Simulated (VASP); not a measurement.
# MoS2 (P-3m1) in VASP: single point with PBEsol

Aim: the single point of MoS2 with PBEsol.

All numbers are computed with VASP 6.6.1; they aren't measurements. Logs are shortened: lines on timing, memory, paths and dates and some standing lists are left out, and cuts for length are marked.

### 1 The cell of the first run

The structure is trigonal, space group P-3m1 (No. 164). Conventional cell: a = 3.120 Å, b = 3.120 Å, c = 18.508 Å, α = 90.00°, β = 90.00°, γ = 120.00°. Mo (site symmetry 3m) has 6 S at 2.41 Å and 6 Mo at 3.12 Å within 3.2 Å. Mo (site symmetry -3m) has 6 S at 2.41 Å and 6 Mo at 3.12 Å within 3.2 Å. Within 3.2 Å of S (site symmetry 3m) lie 3 Mo at 2.41 Å and 6 S at 3.12 Å. Within 3.2 Å of S (site symmetry 3m) lie 3 Mo at 2.41 Å and 6 S at 3.12 Å. S (site symmetry 3m) has 3 Mo at 2.41 Å and 6 S at 3.12 Å within 3.2 Å.

### 2 Single point, PBEsol

The input, INCAR:

```
SYSTEM = MoS2
PREC = Accurate
ENCUT = 520
EDIFF = 1E-6
ISMEAR = 0
SIGMA = 0.15
LREAL = .False.
LASPH = .True.
NELM = 60
ALGO = Normal
ISIF = 2
LWAVE = .False.
LCHARG = .False.
GGA = PS
NBANDS = 49
```

The input, KPOINTS:

```
Automatic mesh
0
Gamma
  17 17 3
  0 0 0
```

The input, POSCAR:

```
MoS2
1.0
   -1.5602034497     -2.7023516451      0.0000000000
    1.5602034497     -2.7023516451      0.0000000000
    0.0000000000      0.0000000000     18.5080752127
Mo S
3 6
Direct
    0.3333333333      0.3333333333      0.1644318386
    0.6666666667      0.6666666667      0.4932626328
    0.0000000000      1.0000000000      0.8220934270
    1.0000000000      1.0000000000      0.5797681338
    0.3333333333      0.3333333333      0.9085989280
    0.6666666667      0.6666666667      0.2509373396
    1.0000000000      1.0000000000      0.0779263376
    0.3333333333      0.3333333333      0.4067571318
    0.6666666667      0.6666666667      0.7355879260
```

Potentials or basis: VASP PAW PBE potentials, release 64 (Mo_sv, S).

Command:

```
cat potpaw_PBE.64/Mo_sv/POTCAR potpaw_PBE.64/S/POTCAR > POTCAR
mpirun -np 1 vasp_std > vasp.out
```

OUTCAR:

```text
SYSTEM = MoS2
   PREC = Accurate
   ENCUT = 520
   EDIFF = 1E-6
   ISMEAR = 0
   LREAL = .False.
   LASPH = .True.
   NELM = 60
   ISIF = 2
   GGA = PS

 ion  position               nearest neighbor table
   1  0.333  0.333  0.164-   6 2.41   6 2.41   7 2.41   7 2.41   7 2.41   6 2.41
   2  0.667  0.667  0.493-   8 2.41   8 2.41   4 2.41   4 2.41   4 2.41   8 2.41
   3  0.000  0.000  0.822-   9 2.41   5 2.41   9 2.41   9 2.41   5 2.41   5 2.41
   4  0.000  0.000  0.580-   2 2.41   2 2.41   2 2.41
   5  0.333  0.333  0.909-   3 2.41   3 2.41   3 2.41
   6  0.667  0.667  0.251-   1 2.41   1 2.41   1 2.41
   7  0.000  0.000  0.078-   1 2.41   1 2.41   1 2.41
   8  0.333  0.333  0.407-   2 2.41   2 2.41   2 2.41
   9  0.667  0.667  0.736-   3 2.41   3 2.41   3 2.41

  LATTYP: Found a hexagonal cell.
 ALAT       =     3.1204068995
 C/A-ratio  =     5.9313018491

  Lattice vectors:

 A1 = (  -1.5602034497,   2.7023516451,   0.0000000000)
 A2 = (  -1.5602034497,  -2.7023516451,   0.0000000000)
 A3 = (   0.0000000000,   0.0000000000,  18.5080752127)

Analysis of symmetry for initial positions (statically):
=====================================================================
 Subroutine PRICEL returns:
 Original cell was already a primitive cell.

 Routine SETGRP: Setting up the symmetry group for a
 hexagonal supercell.

 Subroutine GETGRP returns: Found 12 space group operations
 (whereof  6 operations were pure point group operations)
 out of a pool of 24 trial point group operations.

The static configuration has the point symmetry C_3v.
 The point group associated with its full space group is D_3d.

Analysis of symmetry for dynamics (positions and initial velocities):
=====================================================================
 Subroutine PRICEL returns:
 Original cell was already a primitive cell.

 Routine SETGRP: Setting up the symmetry group for a
 hexagonal supercell.

 Subroutine GETGRP returns: Found 12 space group operations
 (whereof  6 operations were pure point group operations)
 out of a pool of 24 trial point group operations.

The dynamic configuration has the point symmetry C_3v.
 The point group associated with its full space group is D_3d.

 Subroutine INISYM returns: Found 12 space group operations
 (whereof  6 operations are pure point group operations),
 and found     1 'primitive' translations

----------------------------------------------------------------------------------------

                                     Primitive cell

  volume of cell :     156.0682

  direct lattice vectors                    reciprocal lattice vectors
    -1.560203450 -2.702351645  0.000000000    -0.320471026 -0.185024033  0.000000000
     1.560203450 -2.702351645  0.000000000     0.320471026 -0.185024033  0.000000000
     0.000000000  0.000000000 18.508075213     0.000000000  0.000000000  0.054030470

  length of vectors
     3.120406899  3.120406899 18.508075213     0.370048066  0.370048066  0.054030470

  position of ions in fractional coordinates (direct lattice)
     0.333333333  0.333333333  0.164431839
     0.666666667  0.666666667  0.493262633
     0.000000000  0.000000000  0.822093427
     0.000000000  0.000000000  0.579768134
     0.333333333  0.333333333  0.908598928
     0.666666667  0.666666667  0.250937340
     0.000000000  0.000000000  0.077926338
     0.333333333  0.333333333  0.406757132
     0.666666667  0.666666667  0.735587926

  ion indices of the primitive-cell ions
   primitive index   ion index
                 1           1
                 2           2
                 3           3
                 4           4
                 5           5
                 6           6
                 7           7
                 8           8
                 9           9

----------------------------------------------------------------------------------------

 KPOINTS: Automatic mesh

Automatic generation of k-mesh.
 Grid dimensions read from file:
 generate k-points for:   17   17    3

 Generating k-lattice:

  Cartesian coordinates                     Fractional coordinates (reciprocal lattice)
    -0.018851237 -0.010883767  0.000000000     0.058823529  0.000000000  0.000000000
     0.018851237 -0.010883767  0.000000000     0.000000000  0.058823529  0.000000000
     0.000000000  0.000000000  0.018010157     0.000000000  0.000000000  0.333333333

  Length of vectors
     0.021767533  0.021767533  0.018010157

  Shift w.r.t. Gamma in fractional coordinates (k-lattice)
     0.000000000  0.000000000  0.000000000

 Subroutine IBZKPT returns following result:
 ===========================================

 Found     90 irreducible k-points:

 Following reciprocal coordinates:
            Coordinates               Weight
  0.000000  0.000000  0.000000      1.000000
  0.058824 -0.000000  0.000000      6.000000
  0.117647 -0.000000  0.000000      6.000000
  0.176471 -0.000000  0.000000      6.000000
  0.235294 -0.000000  0.000000      6.000000
  0.294118  0.000000  0.000000      6.000000
[... 16 lines left out ...]
 -0.470588  0.117647  0.000000     12.000000
  0.352941  0.176471  0.000000      6.000000
 [... further k-points ...]
   k-points           NKPTS =     90   k-points in BZ     NKDIM =     90   number of bands    NBANDS=     49
   number of dos      NEDOS =    301   number of ions     NIONS =      9
   total plane-waves  NPLWV =  80640
   dimension x,y,z NGX =    24 NGY =   24 NGZ =  140
   dimension x,y,z NGXF=    48 NGYF=   48 NGZF=  280
   ions per type =               3   6
   NGX,Y,Z   is equivalent  to a cutoff of  12.79, 12.79, 12.58 a.u.
   NGXF,Y,Z  is equivalent  to a cutoff of  25.57, 25.57, 25.15 a.u.
 SYSTEM =  MoS2
   PREC   = accura    normal or accurate (medium, high low for compatibility)
   ISTART =      0    job   : 0-new  1-cont  2-samecut
   ICHARG =      2    charge: 1-file 2-atom 10-const
   ISPIN  =      1    spin polarized calculation?
   LNONCOLLINEAR =      F non collinear calculations
   LSORBIT =      F    spin-orbit coupling
   LASPH  =      T    aspherical Exc in radial PAW
   ENCUT  =  520.0 eV  38.22 Ry    6.18 a.u.   5.80  5.80 34.41*2*pi/ulx,y,z
   NELM   =     60;   NELMIN=  2; NELMDL= -5     # of ELM steps
   EDIFF  = 0.1E-05   stopping-criterion for ELM
   LREAL  =      F    real-space projection
   EDIFFG = 0.1E-04   stopping-criterion for IOM
   NSW    =      0    number of steps for IOM
   IBRION =     -1    ionic relax: 0-MD 1-quasi-New 2-CG
   NFREE  =      0    steps in history (QN), initial steepest desc. (CG)
   ISIF   =      2    stress and relaxation
   ISYM   =      2    0-nonsym 1-usesym 2-fastsym
   POTIM  = 0.5000    time-step for ionic-motion
   TEBEG  =    0.0;   TEEND  =   0.0 temperature during run
   PSTRESS=    0.0 pullay stress
   NELECT =      78.0000    total number of electrons
   NUPDOWN=      -1.0000    fix difference up-down
   EMIN   =  10.00;   EMAX   =-10.00  energy-range for DOS
   EFERMI =   0.00;   METHOD = LEGACY
   ISMEAR =     0;   SIGMA  =   0.15  broadening in eV -4-tet -1-fermi 0-gaus
   EFERMI_NEDOS =   21; number of points for ismear=-14 and -15
   IALGO  =     38    algorithm
   IMIX   =      4    mixing-type and parameters
     AMIX     =   0.40;   BMIX     =  1.00
     AMIX_MAG =   1.60;   BMIX_MAG =  1.00
  volume/ion in A,a.u.               =      17.34       117.02
  Fermi-wavevector in a.u.,A,eV,Ry     =   1.299177  2.455088 22.964734  1.687860
  Thomas-Fermi vector in A             =   2.430457
   LORBIT       =      0    0 simple, 1 ext, 2 COOP (PROOUT), +10 PAW based schemes
   GGA     = PS    functional components
   LHFCALC =     F    Hartree Fock is set to
   AEXX    =    0.0000 exact exchange contribution
   IVDW    =     0    specifies the selected vdW correction
   LEPSILON=     F    determine dielectric tensor
   LRPA    =     F    only Hartree local field effects (RPA)
 non-spin polarized calculation
 Gauss-broadening in eV      SIGMA  =   0.15
  energy-cutoff  :      520.00
  volume of cell :      156.07
 maximum number of plane-waves:      4236
   NGX = 11   NGY = 11   NGZ = 69

 number of electron      78.0000007 magnetization

 Free energy of the ion-electron system (eV)
  ---------------------------------------------------
  ext. energy  EPLUGINS =         0.00000000
  ---------------------------------------------------
  free energy    TOTEN  =       -67.93965122 eV

  energy without entropy =      -67.90811333  energy(sigma->0) =      -67.92388228

 E-fermi :   7.9568     XC(G=0): -11.1885

 val. band max:        7.9498305359   @ k =   0.3529   0.1176   0.0000
 cond. band min:       7.9576679053   @ k =  -0.3529   0.2941   0.0000
 fundamental gap:      0.0078373695
 Fermi energy:         7.9567649935

 k-point     1 :       0.0000    0.0000    0.0000
  band No.  band energies     occupation
      1     -53.6387      2.00000
      2     -53.6387      2.00000
      3     -53.6235      2.00000
      4     -27.7807      2.00000
      5     -27.7807      2.00000
      6     -27.7677      2.00000
[... 41 lines left out ...]
     48      11.3325      0.00000
     49      11.3329      0.00000

 k-point     2 :       0.0588   -0.0000    0.0000
  band No.  band energies     occupation
      1     -53.6371      2.00000
      2     -53.6370      2.00000
      3     -53.6219      2.00000
      4     -27.7776      2.00000
      5     -27.7776      2.00000
      6     -27.7646      2.00000
[... 41 lines left out ...]
     48      11.1845      0.00000
     49      11.2049      0.00000

 k-point     3 :       0.1176   -0.0000    0.0000
  band No.  band energies     occupation
      1     -53.6323      2.00000
      2     -53.6323      2.00000
      3     -53.6172      2.00000
      4     -27.7688      2.00000
      5     -27.7687      2.00000
      6     -27.7558      2.00000
[... 1081 lines left out ...]
     48      11.1296      0.00000
     49      11.9447      0.00000

 k-point    24 :       0.3529    0.1765    0.0000
  band No.  band energies     occupation
      1     -53.6055      2.00000
      2     -53.6055      2.00000
      3     -53.5904      2.00000
      4     -27.8837      2.00000
      5     -27.8837      2.00000
      6     -27.8681      2.00000
[... 41 lines left out ...]
     48      10.4611      0.00000
     49      11.5288      0.00000

 [... further k-points ...]
[... 5 lines left out ...]
  --------------------------------------------------------------------------------------
  -------------------------------------------------------------------------------------
  Total       -0.0370162     -0.0370162     -0.2746201      0.0000000      0.0000000      0.0000000
  in kB       -0.3800038     -0.3800038     -2.8192172      0.0000000      0.0000000      0.0000000
  external PRESSURE =      -1.1930749 kB  Pullay stress =       0.0000000 kB

 VOLUME and BASIS-vectors are now :
 -----------------------------------------------------------------------------
  energy-cutoff  :      520.00
  volume of cell :      156.07
      direct lattice vectors                 reciprocal lattice vectors
    -1.560203450 -2.702351645  0.000000000    -0.320471026 -0.185024033  0.000000000
     1.560203450 -2.702351645  0.000000000     0.320471026 -0.185024033  0.000000000
     0.000000000  0.000000000 18.508075213     0.000000000  0.000000000  0.054030470

 POSITION                                       TOTAL-FORCE (eV/Angst)
 -----------------------------------------------------------------------------------
      0.00000     -1.80157      3.04332         0.000000     -0.000000     -0.029421
      0.00000     -3.60314      9.12934        -0.000000     -0.000000      0.000000
      0.00000      0.00000     15.21537        -0.000000      0.000000      0.029421
      0.00000      0.00000     10.73039        -0.000000      0.000000      0.000881
      0.00000     -1.80157     16.81642        -0.000000      0.000000      0.032067
      0.00000     -3.60314      4.64437        -0.000000      0.000000      0.009174
      0.00000      0.00000      1.44227         0.000000      0.000000     -0.032067
      0.00000     -1.80157      7.52829         0.000000     -0.000000     -0.000881
      0.00000     -3.60314     13.61432         0.000000      0.000000     -0.009174
 -----------------------------------------------------------------------------------
    total drift:                                0.000000     -0.000000     -0.000048

  FREE ENERGIE OF THE ION-ELECTRON SYSTEM (eV)
  ---------------------------------------------------
  free  energy   TOTEN  =       -67.9396512195 eV

  energy  without entropy=      -67.9081133305  energy(sigma->0) =      -67.92388228
```

Run time: 9.1 min. Hardware: 1 thread of AMD EPYC 9R45 (Zen 5), shared host; peak memory 0.57 GiB.

Results:

```yaml
Free_energy: -67.9397 eV
Pressure: -0.1 GPa
Largest_force: 0.032 eV/Å
Band_gap_on_the_k_mesh: zero (band 39 reaches 8.28 eV, above the bottom of band 40 at 7.73 eV)
```

Forces in eV/Å, atoms in the order of the input:
```
Mo   0.000  0.000 -0.029
Mo   0.000  0.000  0.000
Mo   0.000  0.000  0.029
S    0.000  0.000  0.001
S    0.000  0.000  0.032
S    0.000  0.000  0.009
S    0.000  0.000 -0.032
S    0.000  0.000 -0.001
S    0.000  0.000 -0.009
```

Caveat: the PAW data sets were made with another functional, which shifts forces and pressure a little; this functional lacks dispersion, which binds the layers, so the pressure and a relaxed spacing across them are unreliable.
